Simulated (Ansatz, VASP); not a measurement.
# ZrSi2: VASP beside Ansatz

```xyz
6
Lattice="0.0000 4.1981 4.3592 2.4432 0.0000 4.3592 2.4432 4.1981 0.0000" Properties=species:S:1:pos:R:3 pbc="T T T"
Zr    3.6648    6.2972    6.5388
Zr    2.4432    4.1981    4.3592
Si    1.2216    0.7235    2.1796
Si    1.2216    3.4747    2.1796
Si    2.4432    1.3756    4.3592
Si    2.4432    7.0207    4.3592
```

Alike in both runs: task single point; functional PBEsol; k mesh 6 × 6 × 6; occupations gaussian, width 0.1 eV; no spin polarisation.

```csv
,VASP,Ansatz
version,VASP 6.6.1,Ansatz 0.2.0
potentials or method,"VASP PAW PBE potentials, release 64 (Zr_sv, Si), cutoff 520 eV","scalar-relativistic, plane waves, PAW"
valence electrons in the cell,40,40
```

VASP gave:

```
gap on the k mesh at the Fermi level (eV)                     : none
pressure (GPa)                                                : 14.3
traceless stress, the component that is largest in VASP (GPa) : -1.79
rms of the force components (eV/Å)                            : 0.150
```

Q: Estimate Ansatz's values.

A: gap on the k mesh at the Fermi level (eV): none; pressure (GPa): 14.1; traceless stress, the component that is largest in VASP (GPa): -1.74; rms of the force components (eV/Å): 0.149.

VASP's potentials were made for PBE, not for PBEsol. Atom by atom the forces differ by 0.001 eV/Å (rms over components). A gap of «none» marks a metal or a gap that the smearing closes. The functional is the same, so the differences come from potentials, cutoffs and numerics.
